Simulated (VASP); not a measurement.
# Ta4N5 (I4/m) in VASP: a series of runs, part 3 of 3

VASP 6.6.1.

## 5. Single point, PBEsol (11.67 Å³/atom)

This run uses another cell than the first one, of 11.67 Å³/atom.

File INCAR:

```
  PREC = Accurate
  ENCUT = 600
  EDIFF = 1E-6
  ISMEAR = 0
  SIGMA = 0.1
  LREAL = False
  LASPH = True
  NELM = 120
  ALGO = Normal
  ISIF = 2
  LWAVE = False
  LCHARG = True
  GGA = PS
  LELF = True
  LVHAR = True
  NBANDS = 44
  GGA_COMPAT = False
```

File KPOINTS:

```
Automatic mesh
0
Gamma
  10 10 10
```

File POSCAR:

```
Ta4N5
1.0
   -3.4862698106      3.4862698106      2.1604800938
    3.4862698106     -3.4862698106      2.1604800938
    3.4862698106      3.4862698106     -2.1604800938
Ta N
4 5
Direct
    0.7827602784      0.6049008360      0.3876611143
    0.3950991640      0.7827602784      0.1778594424
    0.6049008360      0.2172397216      0.8221405576
    0.2172397216      0.3950991640      0.6123388857
    0.5000000000      0.5000000000      0.0000000000
    0.9067709493      0.3104299860      0.2172009353
    0.6895700140      0.9067709493      0.5963409633
    0.3104299860      0.0932290507      0.4036590367
    0.0932290507      0.6895700140      0.7827990647
```

Potentials or basis: VASP PAW PBE potentials, release 64 (Ta_pv, N).

Run with:

```console
$ cat potpaw_PBE.64/Ta_pv/POTCAR potpaw_PBE.64/N/POTCAR > POTCAR
$ mpirun -np 1 vasp_std > vasp.out
```

OUTCAR:

```text
PREC = Accurate
   ENCUT = 600
   EDIFF = 1E-6
   ISMEAR = 0
   LREAL = False
   LASPH = True
   NELM = 120
   ISIF = 2
   GGA = PS

 ion  position               nearest neighbor table
   1  0.783  0.605  0.388-   5 2.10   8 2.17   8 2.17   7 2.20   6 2.23   9 2.24   3 2.97   2 2.97
                             4 3.00   4 3.00   2 3.21   2 3.21   3 3.21   3 3.21   4 3.36
   2  0.395  0.783  0.178-   5 2.10   6 2.17   6 2.17   9 2.20   7 2.23   8 2.24   4 2.97   1 2.97
                             3 3.00   3 3.00   1 3.21   1 3.21   4 3.21   4 3.21   3 3.36
   3  0.605  0.217  0.822-   5 2.10   9 2.17   9 2.17   6 2.20   8 2.23   7 2.24   1 2.97   4 2.97
                             2 3.00   2 3.00   4 3.21   4 3.21   1 3.21   1 3.21   2 3.36
   4  0.217  0.395  0.612-   5 2.10   7 2.17   7 2.17   8 2.20   9 2.23   6 2.24   2 2.97   3 2.97
                             1 3.00   1 3.00   3 3.21   3 3.21   2 3.21   2 3.21   1 3.36
   5  0.500  0.500  0.000-   1 2.10   4 2.10   3 2.10   2 2.10
   6  0.907  0.310  0.217-   2 2.17   2 2.17   3 2.20   1 2.23   4 2.24
   7  0.690  0.907  0.596-   4 2.17   4 2.17   1 2.20   2 2.23   3 2.24
   8  0.310  0.093  0.404-   1 2.17   1 2.17   4 2.20   3 2.23   2 2.24
   9  0.093  0.690  0.783-   3 2.17   3 2.17   2 2.20   4 2.23   1 2.24

  LATTYP: Found a body centered tetragonal cell.
[... 1330 lines left out ...]
     43      10.0172      0.00000
     44      10.4279      0.00000

 [... further k-points ...]

------------------------ aborting loop because EDIFF is reached ----------------------------------------

  FORCE on cell =-STRESS in cart. coord.  units (eV):
  Direction    XX          YY          ZZ          XY          YZ          ZX
  --------------------------------------------------------------------------------------
  -------------------------------------------------------------------------------------
  Total      -10.1525448    -10.1525448    -10.1579734     -0.0000000      0.0000000      0.0000000
  in kB     -154.8649887   -154.8649887   -154.9477952     -0.0000005      0.0000000      0.0000000
  external PRESSURE =    -154.8925909 kB  Pullay stress =       0.0000000 kB

 VOLUME and BASIS-vectors are now :
 -----------------------------------------------------------------------------
  energy-cutoff  :      600.00
  volume of cell :      105.03
      direct lattice vectors                 reciprocal lattice vectors
    -3.486269811  3.486269811  2.160480094     0.000000000  0.143419766  0.231430043
     3.486269811 -3.486269811  2.160480094     0.143419766  0.000000000  0.231430043
     3.486269811  3.486269811 -2.160480094     0.143419766  0.143419766  0.000000000

 POSITION                                       TOTAL-FORCE (eV/Angst)
 -----------------------------------------------------------------------------------
      0.73143      1.97156      2.16048         0.004306     -0.001861      0.000000
      1.97156     -0.73143      2.16048        -0.001861     -0.004306      0.000000
      1.51471      4.21770      0.00000         0.001861      0.004306      0.000000
      2.75484      1.51471     -0.00000        -0.004306      0.001861      0.000000
      0.00000      0.00000      2.16048         0.000000      0.000000      0.000000
     -1.32178      2.83623      2.16048        -0.015652      0.013557     -0.000000
      2.83623      1.32178      2.16048         0.013557      0.015652     -0.000000
      0.65004      2.16449      0.00000        -0.013557     -0.015652     -0.000000
      4.80805      0.65004      0.00000         0.015652     -0.013557      0.000000
 -----------------------------------------------------------------------------------
    total drift:                               -0.000000     -0.000000      0.000000

  FREE ENERGIE OF THE ION-ELECTRON SYSTEM (eV)
  ---------------------------------------------------
  free  energy   TOTEN  =      -104.1751950234 eV

  energy  without entropy=     -104.1664240555  energy(sigma->0) =     -104.17080954
```

OSZICAR:

```text
N       E                     dE             d eps       ncg     rms          rms(c)
DAV:   1     0.702060114872E+03    0.70206E+03   -0.40940E+04 12816   0.180E+03
DAV:   2    -0.634927441770E+02   -0.76555E+03   -0.74290E+03 14384   0.512E+02
DAV:   3    -0.117398590092E+03   -0.53906E+02   -0.53123E+02 15572   0.129E+02
DAV:   4    -0.118704422490E+03   -0.13058E+01   -0.12975E+01 15872   0.195E+01
DAV:   5    -0.118730133221E+03   -0.25711E-01   -0.25665E-01 15700   0.246E+00    0.483E+01
DAV:   6    -0.104831749803E+03    0.13898E+02   -0.81739E+01 15736   0.415E+01    0.206E+01
DAV:   7    -0.104327071651E+03    0.50468E+00   -0.44195E+00 15584   0.983E+00    0.123E+01
DAV:   8    -0.104190753929E+03    0.13632E+00   -0.54112E-01 14412   0.424E+00    0.111E+00
DAV:   9    -0.104175451843E+03    0.15302E-01   -0.66191E-02 16224   0.113E+00    0.380E-01
DAV:  10    -0.104175138344E+03    0.31350E-03   -0.63478E-03 16492   0.445E-01    0.975E-02
DAV:  11    -0.104175174475E+03   -0.36131E-04   -0.48261E-04 16864   0.147E-01    0.421E-02
DAV:  12    -0.104175188584E+03   -0.14109E-04   -0.14986E-04 15584   0.626E-02    0.249E-02
DAV:  13    -0.104175193306E+03   -0.47221E-05   -0.29088E-05 15264   0.269E-02    0.783E-03
DAV:  14    -0.104175194765E+03   -0.14593E-05   -0.50330E-06 13216   0.122E-02    0.217E-03
DAV:  15    -0.104175195023E+03   -0.25809E-06   -0.13221E-06  8420   0.599E-03
   1 F= -.10417520E+03 E0= -.10417081E+03  d E =-.877097E-02
```

stdout:

```text
POSCAR found type information on POSCAR TaN
 POSCAR found :  2 types and       9 ions
 scaLAPACK will be used
 -----------------------------------------------------------------------------
|                                                                             |
|                                                                             |
|     You enforced a specific xc type in the INCAR file but a different       |
|     I HOPE YOU KNOW WHAT YOU ARE DOING!                                     |
|                                                                             |
 -----------------------------------------------------------------------------

 LDA part: xc-table for (Slater+PW92), standard interpolation
 POSCAR, INCAR and KPOINTS ok, starting setup
 FFT: planning ... GRIDC
 FFT: planning ... GRID_SOFT
 FFT: planning ... GRID
 WAVECAR not read
 entering main loop
```

It took 21 min on 1 thread of Oxide Virtual Turin-like, shared host; peak memory 0.71 GiB.

Results:

| Property | Result |
| --- | --- |
| Free energy | -104.1752 eV |
| Pressure | -15.5 GPa |
| Largest force | 0.021 eV/Å |
| Band gap on the k mesh | zero (an odd number of electrons rules out a gap without spin polarisation) |

Forces on the atoms (eV/Å):
```
Ta   0.004 -0.002  0.000
Ta  -0.002 -0.004  0.000
Ta   0.002  0.004  0.000
Ta  -0.004  0.002  0.000
N    0.000  0.000  0.000
N   -0.016  0.014  0.000
N    0.014  0.016  0.000
N   -0.014 -0.016  0.000
N    0.016 -0.014  0.000
```

Levels at points of the mesh, in eV from the Fermi level:
```
           k point  band 32  band 33  band 34  band 35  band 36  band 37  band 38  band 39
(0.00, 0.00, 0.00)    -2.48    -1.25    -1.25    -0.94     0.51     0.98     0.98     1.03
(0.50, 0.00, 0.00)    -2.92    -1.16     0.46     0.98     1.36     1.77     1.77     1.93
(0.50, 0.50, 0.00)    -2.99    -2.60    -1.51    -0.60     0.35     0.64     1.50     1.52
(0.50, 0.50, 0.50)    -3.45    -2.99    -1.73    -1.62    -0.47    -0.47     2.26     2.55
```

Caveat: the cell stands under tension; the PAW data sets were made with another functional, which shifts forces and pressure a little; spin-orbit coupling is left out, which moves the levels of the heavy elements.

## 6. The runs side by side

```csv
task,cell,gap on the mesh (eV),pressure (GPa),largest force (eV/Å)
single point,"a = 5.309 Å, angles 99.3, 99.3, 132.5°, 9 atoms, atomic positions A",none,-4.5,0.19
relaxation of cell and atoms,"relaxed to 4 GPa from a = 5.252 Å, angles 99.4, 99.4, 132.4°, 9 atoms, atomic positions B",none,4.0,0.01
relaxation of cell and atoms,"relaxed to 12 GPa from a = 5.210 Å, angles 99.4, 99.4, 132.4°, 9 atoms, atomic positions C",none,12.0,0.01
single point,"a = 5.383 Å, angles 99.3, 99.3, 132.7°, 9 atoms, atomic positions D",none,-15.5,0.02
```

Alike in all rows: level PBEsol; potentials or basis VASP PAW PBE potentials, release 64 (Ta_pv, N); no spin polarisation; k mesh 10 × 10 × 10; cutoff (eV) 600; smearing gaussian 0.1 eV.

Caveats: the PAW data sets were made with another functional, which shifts forces and pressure a little; spin-orbit coupling is left out, which moves the levels of the heavy elements; the cell stands under tension (at least some runs); the cell is relaxed towards a set pressure, so the run minimises the enthalpy, not the energy (at least some runs).

Total energies depend on the potentials used, so only differences within one code and one set of settings carry meaning.
